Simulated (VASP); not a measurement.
# AlRu (Pm-3m) in VASP: notebook

AlRu is run at these levels: r2SCAN; tasks: single point.

Everything below comes from runs of VASP 6.6.1. Logs are shortened: lines on timing, memory, paths and dates and some standing lists are left out, and cuts for length are marked.

## (1) The cell of the first run

The structure is cubic, space group Pm-3m (No. 221). Conventional cell: a = 2.972 Å, b = 2.972 Å, c = 2.972 Å, α = 90.00°, β = 90.00°, γ = 90.00°. Ru (site symmetry m-3m) has 8 Al at 2.57 Å and 6 Ru at 2.97 Å within 3.4 Å. Al (site symmetry m-3m) has 8 Ru at 2.57 Å and 6 Al at 2.97 Å within 3.4 Å.

## (2) Single point, r2SCAN

The input, POSCAR:

```
AlRu
1.0
    2.9715215427      0.0000000000      0.0000000000
    0.0000000000      2.9715215427      0.0000000000
    0.0000000000      0.0000000000      2.9715215427
Ru Al
1 1
Direct
    0.5000000000      0.5000000000      0.5000000000
    0.0000000000      0.0000000000      0.0000000000
```

The input, INCAR.step1:

```
SYSTEM = AlRu
ALGO = Normal
EDIFF = 1E-4
ENCUT = 520
GGA = PE
ISMEAR = -1
LASPH = .True.
LCHARG = .False.
LREAL = .False.
LWAVE = .True.
NBANDS = 16
NELM = 80
PREC = Accurate
SIGMA = 0.05
```

The input, INCAR.step2:

```
SYSTEM = AlRu
ALGO = Normal
EDIFF = 1E-6
ENCUT = 520
ISIF = 2
ISMEAR = -1
ISTART = 1
LASPH = .True.
LCHARG = .False.
LMIXTAU = .True.
LREAL = .False.
LWAVE = .False.
METAGGA = R2SCAN
NBANDS = 16
NELM = 80
PREC = Accurate
SIGMA = 0.05
```

The input, KPOINTS:

```
k-points
0
Gamma
  9 9 9
  0 0 0
```

Potentials or basis: VASP PAW PBE potentials, release 64 (Ru_pv, Al).

Launch:

```console
$ cat potpaw_PBE.64/Ru_pv/POTCAR potpaw_PBE.64/Al/POTCAR > POTCAR
$ cp INCAR.step1 INCAR
$ mpirun -np 1 vasp_std > vasp.out
$ cp INCAR.step2 INCAR
$ mpirun -np 1 vasp_std > vasp.out
```

OUTCAR:

```text
SYSTEM = AlRu
   EDIFF = 1E-6
   ENCUT = 520
   ISIF = 2
   ISMEAR = -1
   ISTART = 1
   LASPH = .True.
   LREAL = .False.
   METAGGA = R2SCAN
   NELM = 80
   PREC = Accurate

 ion  position               nearest neighbor table
   1  0.500  0.500  0.500-   2 2.57   2 2.57   2 2.57   2 2.57   2 2.57   2 2.57   2 2.57   2 2.57

   2  0.000  0.000  0.000-   1 2.57   1 2.57   1 2.57   1 2.57   1 2.57   1 2.57   1 2.57   1 2.57

  LATTYP: Found a simple cubic cell.
 ALAT       =     2.9715215427

  Lattice vectors:

 A1 = (   2.9715215427,   0.0000000000,   0.0000000000)
 A2 = (   0.0000000000,   2.9715215427,   0.0000000000)
 A3 = (   0.0000000000,   0.0000000000,   2.9715215427)

Analysis of symmetry for initial positions (statically):
=====================================================================
 Subroutine PRICEL returns:
 Original cell was already a primitive cell.

 Routine SETGRP: Setting up the symmetry group for a
 simple cubic supercell.

 Subroutine GETGRP returns: Found 48 space group operations
[... 9 lines left out ...]

 Routine SETGRP: Setting up the symmetry group for a
 simple cubic supercell.

 Subroutine GETGRP returns: Found 48 space group operations
[... 11 lines left out ...]
                                     Primitive cell

  volume of cell :      26.2384

  direct lattice vectors                    reciprocal lattice vectors
     2.971521543  0.000000000  0.000000000     0.336527932  0.000000000  0.000000000
     0.000000000  2.971521543  0.000000000     0.000000000  0.336527932  0.000000000
     0.000000000  0.000000000  2.971521543     0.000000000  0.000000000  0.336527932

  length of vectors
     2.971521543  2.971521543  2.971521543     0.336527932  0.336527932  0.336527932

  position of ions in fractional coordinates (direct lattice)
     0.500000000  0.500000000  0.500000000
     0.000000000  0.000000000  0.000000000

  ion indices of the primitive-cell ions
   primitive index   ion index
                 1           1
                 2           2

----------------------------------------------------------------------------------------

 KPOINTS: k-points

Automatic generation of k-mesh.
 Grid dimensions read from file:
 generate k-points for:    9    9    9

 Generating k-lattice:

  Cartesian coordinates                     Fractional coordinates (reciprocal lattice)
     0.037391992  0.000000000  0.000000000     0.111111111  0.000000000  0.000000000
     0.000000000  0.037391992  0.000000000     0.000000000  0.111111111  0.000000000
     0.000000000  0.000000000  0.037391992     0.000000000  0.000000000  0.111111111

  Length of vectors
     0.037391992  0.037391992  0.037391992

  Shift w.r.t. Gamma in fractional coordinates (k-lattice)
     0.000000000  0.000000000  0.000000000

 Subroutine IBZKPT returns following result:
 ===========================================

 Found     35 irreducible k-points:

 Following reciprocal coordinates:
            Coordinates               Weight
  0.000000  0.000000  0.000000      1.000000
  0.111111  0.000000  0.000000      6.000000
  0.222222  0.000000  0.000000      6.000000
  0.333333  0.000000  0.000000      6.000000
  0.444444  0.000000  0.000000      6.000000
  0.111111  0.111111  0.000000     12.000000
[... 16 lines left out ...]
  0.333333  0.333333  0.111111     24.000000
  0.444444  0.333333  0.111111     48.000000
 [... further k-points ...]
   k-points           NKPTS =     35   k-points in BZ     NKDIM =     35   number of bands    NBANDS=     16
   number of dos      NEDOS =    301   number of ions     NIONS =      2
   total plane-waves  NPLWV =  13824
   dimension x,y,z NGX =    24 NGY =   24 NGZ =   24
   dimension x,y,z NGXF=    48 NGYF=   48 NGZF=   48
   ions per type =               1   1
   NGX,Y,Z   is equivalent  to a cutoff of  13.43, 13.43, 13.43 a.u.
   NGXF,Y,Z  is equivalent  to a cutoff of  26.85, 26.85, 26.85 a.u.
 SYSTEM =  AlRu
   PREC   = accura    normal or accurate (medium, high low for compatibility)
   ISTART =      1    job   : 0-new  1-cont  2-samecut
   ICHARG =      0    charge: 1-file 2-atom 10-const
   ISPIN  =      1    spin polarized calculation?
   LNONCOLLINEAR =      F non collinear calculations
   LSORBIT =      F    spin-orbit coupling
   LASPH  =      T    aspherical Exc in radial PAW
   ENCUT  =  520.0 eV  38.22 Ry    6.18 a.u.   5.53  5.53  5.53*2*pi/ulx,y,z
   NELM   =     80;   NELMIN=  2; NELMDL=  0     # of ELM steps
   EDIFF  = 0.1E-05   stopping-criterion for ELM
   LREAL  =      F    real-space projection
   EDIFFG = 0.1E-04   stopping-criterion for IOM
   NSW    =      0    number of steps for IOM
   IBRION =     -1    ionic relax: 0-MD 1-quasi-New 2-CG
   NFREE  =      0    steps in history (QN), initial steepest desc. (CG)
   ISIF   =      2    stress and relaxation
   ISYM   =      2    0-nonsym 1-usesym 2-fastsym
   POTIM  = 0.5000    time-step for ionic-motion
   TEBEG  =    0.0;   TEEND  =   0.0 temperature during run
   PSTRESS=    0.0 pullay stress
   NELECT =      17.0000    total number of electrons
   NUPDOWN=      -1.0000    fix difference up-down
   EMIN   =  10.00;   EMAX   =-10.00  energy-range for DOS
   EFERMI =   0.00;   METHOD = LEGACY
   ISMEAR =    -1;   SIGMA  =   0.05  broadening in eV -4-tet -1-fermi 0-gaus
   EFERMI_NEDOS =   21; number of points for ismear=-14 and -15
   IALGO  =     38    algorithm
   IMIX   =      4    mixing-type and parameters
     AMIX     =   0.40;   BMIX     =  1.00
     AMIX_MAG =   1.60;   BMIX_MAG =  1.00
  volume/ion in A,a.u.               =      13.12        88.53
  Fermi-wavevector in a.u.,A,eV,Ry     =   1.416595  2.676976 27.303360  2.006740
  Thomas-Fermi vector in A             =   2.537913
   LORBIT       =      0    0 simple, 1 ext, 2 COOP (PROOUT), +10 PAW based schemes
   METAGGA = R2SCAN    functional components
   LHFCALC =     F    Hartree Fock is set to
   AEXX    =    0.0000 exact exchange contribution
   IVDW    =     0    specifies the selected vdW correction
   LEPSILON=     F    determine dielectric tensor
   LRPA    =     F    only Hartree local field effects (RPA)
 non-spin polarized calculation
  energy-cutoff  :      520.00
  volume of cell :       26.24
 maximum number of plane-waves:       739
 NGX is ok and might be reduce to    24
   NGX = 11   NGY = 11   NGZ = 11

 number of electron      16.9999996 magnetization

 Free energy of the ion-electron system (eV)
  ---------------------------------------------------
  ext. energy  EPLUGINS =         0.00000000
  ---------------------------------------------------
  free energy    TOTEN  =       -33.60622367 eV

  energy without entropy =      -33.59073981  energy(sigma->0) =      -33.59848174

 E-fermi :  10.7596     XC(G=0): -13.7341

 val. band max:       10.7528931751   @ k =   0.4444   0.1111   0.1111
 cond. band min:      10.8270045426   @ k =   0.1111   0.1111   0.0000
 fundamental gap:      0.0741113675
 Fermi energy:        10.7596037256

 k-point     1 :       0.0000    0.0000    0.0000
  band No.  band energies     occupation
      1     -32.2589      2.00000
      2     -32.2589      2.00000
      3     -32.2589      2.00000
      4       0.5604      2.00000
      5       7.0356      2.00000
      6       7.0356      2.00000
[... 8 lines left out ...]
     15      22.4424      0.00000
     16      27.7292      0.00000

 k-point     2 :       0.1111    0.0000    0.0000
  band No.  band energies     occupation
      1     -32.2885      2.00000
      2     -32.2564      2.00000
      3     -32.2564      2.00000
      4       0.8149      2.00000
      5       7.1157      2.00000
      6       7.1274      2.00000
[... 8 lines left out ...]
     15      23.3244      0.00000
     16      28.4901      0.00000

 k-point     3 :       0.2222    0.0000    0.0000
  band No.  band energies     occupation
      1     -32.3629      2.00000
      2     -32.2500      2.00000
      3     -32.2500      2.00000
      4       1.5490      2.00000
      5       7.1796      2.00000
      6       7.3736      2.00000
[... 8 lines left out ...]
     15      24.4230      0.00000
     16      29.0153      0.00000

 k-point     4 :       0.3333    0.0000    0.0000
  band No.  band energies     occupation
      1     -32.4466      2.00000
      2     -32.2427      2.00000
      3     -32.2427      2.00000
      4       2.6794      2.00000
      5       6.7495      2.00000
      6       7.6821      2.00000
[... 8 lines left out ...]
     15      25.0313      0.00000
     16      26.9367      0.00000

 k-point     5 :       0.4444    0.0000    0.0000
  band No.  band energies     occupation
      1     -32.5008      2.00000
      2     -32.2380      2.00000
      3     -32.2380      2.00000
      4       4.0587      2.00000
      5       5.6287      2.00000
      6       7.9040      2.00000
[... 8 lines left out ...]
     15      25.1368      0.00000
     16      25.1368      0.00000

 k-point     6 :       0.1111    0.1111    0.0000
  band No.  band energies     occupation
      1     -32.2872      2.00000
      2     -32.2845      2.00000
      3     -32.2539      2.00000
      4       1.0647      2.00000
      5       7.2014      2.00000
      6       7.2223      2.00000
[... 8 lines left out ...]
     15      23.7469      0.00000
     16      29.0912      0.00000

 k-point     7 :       0.2222    0.1111    0.0000
  band No.  band energies     occupation
      1     -32.3599      2.00000
      2     -32.2790      2.00000
      3     -32.2474      2.00000
      4       1.7829      2.00000
      5       7.2750      2.00000
      6       7.4681      2.00000
[... 8 lines left out ...]
     15      25.0883      0.00000
     16      28.1054      0.00000

 k-point     8 :       0.3333    0.1111    0.0000
  band No.  band energies     occupation
      1     -32.4431      2.00000
      2     -32.2713      2.00000
      3     -32.2402      2.00000
      4       2.8843      2.00000
      5       6.8026      2.00000
      6       7.7849      2.00000
[... 8 lines left out ...]
     15      25.7976      0.00000
     16      26.2610      0.00000

 k-point     9 :       0.4444    0.1111    0.0000
  band No.  band energies     occupation
      1     -32.4970      2.00000
      2     -32.2662      2.00000
      3     -32.2354      2.00000
      4       4.2357      2.00000
      5       5.6620      2.00000
      6       8.0362      2.00000
[... 8 lines left out ...]
     15      23.9676      0.00000
     16      24.9541      0.00000
[... 172 lines left out ...]
 k-point    19 :       0.4444    0.1111    0.1111
  band No.  band energies     occupation
      1     -32.4932      2.00000
      2     -32.2644      2.00000
      3     -32.2627      2.00000
      4       4.3870      2.00000
      5       5.7554      2.00000
      6       8.1482      2.00000
[... 8 lines left out ...]
     15      22.9190      0.00000
     16      25.9682      0.00000

 k-point    20 :       0.2222    0.2222    0.1111
  band No.  band energies     occupation
      1     -32.3521      2.00000
      2     -32.3461      2.00000
      3     -32.2695      2.00000
      4       2.6533      2.00000
      5       7.4935      2.00000
      6       7.7734      2.00000
[... 8 lines left out ...]
     15      25.9377      0.00000
     16      26.1540      0.00000

 k-point    21 :       0.3333    0.2222    0.1111
  band No.  band energies     occupation
      1     -32.4309      2.00000
      2     -32.3402      2.00000
      3     -32.2618      2.00000
      4       3.5974      2.00000
      5       7.0071      2.00000
      6       8.0080      2.00000
[... 8 lines left out ...]
     15      24.5086      0.00000
     16      26.6840      0.00000

 k-point    22 :       0.4444    0.2222    0.1111
  band No.  band energies     occupation
      1     -32.4837      2.00000
      2     -32.3344      2.00000
      3     -32.2568      2.00000
      4       4.6328      2.00000
      5       6.1212      2.00000
      6       8.1687      2.00000
[... 8 lines left out ...]
     15      23.4647      0.00000
     16      25.8247      0.00000

 k-point    23 :       0.3333    0.3333    0.1111
  band No.  band energies     occupation
      1     -32.4231      2.00000
      2     -32.4185      2.00000
      3     -32.2541      2.00000
      4       4.2278      2.00000
      5       6.9029      2.00000
      6       8.1584      2.00000
[... 8 lines left out ...]
     15      25.2787      0.00000
     16      26.2834      0.00000

 k-point    24 :       0.4444    0.3333    0.1111
  band No.  band energies     occupation
      1     -32.4729      2.00000
      2     -32.4142      2.00000
      3     -32.2491      2.00000
      4       4.6633      2.00000
      5       6.8150      2.00000
      6       8.1174      2.00000
[... 8 lines left out ...]
     15      24.7947      0.00000
     16      25.3753      0.00000

 [... further k-points ...]
[... 5 lines left out ...]
  --------------------------------------------------------------------------------------
  -------------------------------------------------------------------------------------
  Total        0.4262523      0.4262523      0.4262523     -0.0000000     -0.0000000      0.0000000
  in kB       26.0279916     26.0279916     26.0279916     -0.0000000     -0.0000000      0.0000000
  external PRESSURE =      26.0279916 kB  Pullay stress =       0.0000000 kB

 VOLUME and BASIS-vectors are now :
 -----------------------------------------------------------------------------
  energy-cutoff  :      520.00
  volume of cell :       26.24
      direct lattice vectors                 reciprocal lattice vectors
     2.971521543  0.000000000  0.000000000     0.336527932  0.000000000  0.000000000
     0.000000000  2.971521543  0.000000000     0.000000000  0.336527932  0.000000000
     0.000000000  0.000000000  2.971521543     0.000000000  0.000000000  0.336527932

 POSITION                                       TOTAL-FORCE (eV/Angst)
 -----------------------------------------------------------------------------------
      1.48576      1.48576      1.48576         0.000000      0.000000      0.000000
      0.00000      0.00000      0.00000         0.000000      0.000000      0.000000
 -----------------------------------------------------------------------------------
    total drift:                                0.000000     -0.000000     -0.000000

  FREE ENERGIE OF THE ION-ELECTRON SYSTEM (eV)
  ---------------------------------------------------
  free  energy   TOTEN  =       -33.6062236675 eV

  energy  without entropy=      -33.5907398129  energy(sigma->0) =      -33.59848174
```

Wall time 18 s (1 thread of Intel Xeon 6975P-C (Granite Rapids), shared host); peak memory 0.15 GiB.

What came out:

| Item | Value |
| --- | --- |
| Free energy | -33.6062 eV |
| Pressure | 2.6 GPa |

Caveat: the PAW data sets were made with another functional, which shifts forces and pressure a little.

## (3) Single point, r2SCAN

This run uses another cell than the first one, of 13.39 Å³/atom, 1.020 times its volume.

The input, POSCAR:

```
AlRu
1.0
    2.9916000000      0.0000000000      0.0000000000
    0.0000000000      2.9916000000      0.0000000000
    0.0000000000      0.0000000000      2.9916000000
Ru Al
1 1
Direct
    0.5000000000      0.5000000000      0.5000000000
    0.0000000000      0.0000000000      0.0000000000
```

The input, INCAR.step1:

```
PREC = Accurate
ENCUT = 520
ISMEAR = -1
SIGMA = 0.05
LREAL = F
LASPH = T
NELM = 60
NBANDS = 16
GGA = PE
ALGO = Normal
EDIFF = 1E-4
LWAVE = T
LCHARG = F
```

The input, INCAR.step2:

```
PREC = Accurate
ENCUT = 520
EDIFF = 1E-6
ISMEAR = -1
SIGMA = 0.05
LREAL = F
LASPH = T
NELM = 60
ALGO = Normal
ISIF = 2
LWAVE = F
LCHARG = F
METAGGA = R2SCAN
LMIXTAU = T
NBANDS = 16
ISTART = 1
```

The input, KPOINTS:

```
Automatic mesh
0
Gamma
  9 9 9
```

Potentials or basis: VASP PAW PBE potentials, release 64 (Ru_pv, Al).

Launch:

```console
$ cat potpaw_PBE.64/Ru_pv/POTCAR potpaw_PBE.64/Al/POTCAR > POTCAR
$ cp INCAR.step1 INCAR
$ mpirun -np 1 vasp_std > vasp.out
$ cp INCAR.step2 INCAR
$ mpirun -np 1 vasp_std > vasp.out
```

Run time: 17 s. Hardware: 1 thread of Intel Xeon 6975P-C (Granite Rapids), shared host; peak memory 0.15 GiB.

Results (log left out):

```
Free energy : -33.6074 eV
Pressure    : -1.9 GPa
```

Levels at points of the mesh, in eV from the Fermi level:
| k point | band 7 | band 8 | band 9 | band 10 | band 11 | band 12 |
| --- | --- | --- | --- | --- | --- | --- |
| (0.00, 0.00, 0.00) | 0.25 | 0.25 | 0.25 | 6.61 | 6.61 | 6.61 |

Caveat: the PAW data sets were made with another functional, which shifts forces and pressure a little.

## (4) Single point, r2SCAN

This run uses another cell than the first one, of 13.65 Å³/atom, 1.041 times its volume.

The input, POSCAR:

```
AlRu
1.0
    3.0114124979      0.0000000000      0.0000000000
    0.0000000000      3.0114124979      0.0000000000
    0.0000000000      0.0000000000      3.0114124979
Ru Al
1 1
Direct
    0.5000000000      0.5000000000      0.5000000000
    0.0000000000      0.0000000000      0.0000000000
```

The input, INCAR.step1:

```
SYSTEM = AlRu
PREC = Accurate
ENCUT = 520
ISMEAR = -1
SIGMA = 0.05
LREAL = .False.
LASPH = .True.
NELM = 100
NBANDS = 16
GGA = PE
ALGO = Normal
EDIFF = 1E-4
LWAVE = .True.
LCHARG = .False.
```

The input, INCAR.step2:

```
SYSTEM = AlRu
PREC = Accurate
ENCUT = 520
EDIFF = 1E-6
ISMEAR = -1
SIGMA = 0.05
LREAL = .False.
LASPH = .True.
NELM = 100
ALGO = Normal
ISIF = 2
LWAVE = .False.
LCHARG = .False.
METAGGA = R2SCAN
LMIXTAU = .True.
NBANDS = 16
ISTART = 1
```

The input, KPOINTS:

```
Automatic mesh
0
Gamma
  9 9 9
  0 0 0
```

Launch:

```console
$ cat potpaw_PBE.64/Ru_pv/POTCAR potpaw_PBE.64/Al/POTCAR > POTCAR
$ cp INCAR.step1 INCAR
$ mpirun -np 1 vasp_std > vasp.out
$ cp INCAR.step2 INCAR
$ mpirun -np 1 vasp_std > vasp.out
```

It took 17 s on 1 thread of Intel Xeon 6975P-C (Granite Rapids), shared host; peak memory 0.15 GiB.

Results (log left out):

```
Free energy : -33.5942 eV
Pressure    : -6.0 GPa
```

Levels at points of the mesh, in eV from the Fermi level:
| k point | band 5 | band 6 | band 7 | band 8 | band 9 | band 10 | band 11 | band 12 | band 13 | band 14 |
| --- | --- | --- | --- | --- | --- | --- | --- | --- | --- | --- |
| (0.00, 0.00, 0.00) | -3.50 | -3.50 | 0.24 | 0.24 | 0.24 | 6.50 | 6.50 | 6.50 | 10.35 | 11.43 |

Caveat: the PAW data sets were made with another functional, which shifts forces and pressure a little.

## (5) The runs side by side

| cell | gap on the mesh (eV) | pressure (GPa) |
| --- | --- | --- |
| a = 2.972 Å, 2 atoms | none | 2.6 |
| a = 2.992 Å, 2 atoms | none | -1.9 |
| a = 3.011 Å, 2 atoms | none | -6.0 |

Alike in all rows: task single point; level r2SCAN; potentials or basis VASP PAW PBE potentials, release 64 (Ru_pv, Al); no spin polarisation; k mesh 9 × 9 × 9; cutoff (eV) 520; smearing fermi-dirac 0.05 eV.

Caveats: the PAW data sets were made with another functional, which shifts forces and pressure a little.

Total energies depend on the potentials used, so only differences within one code and one set of settings carry meaning.
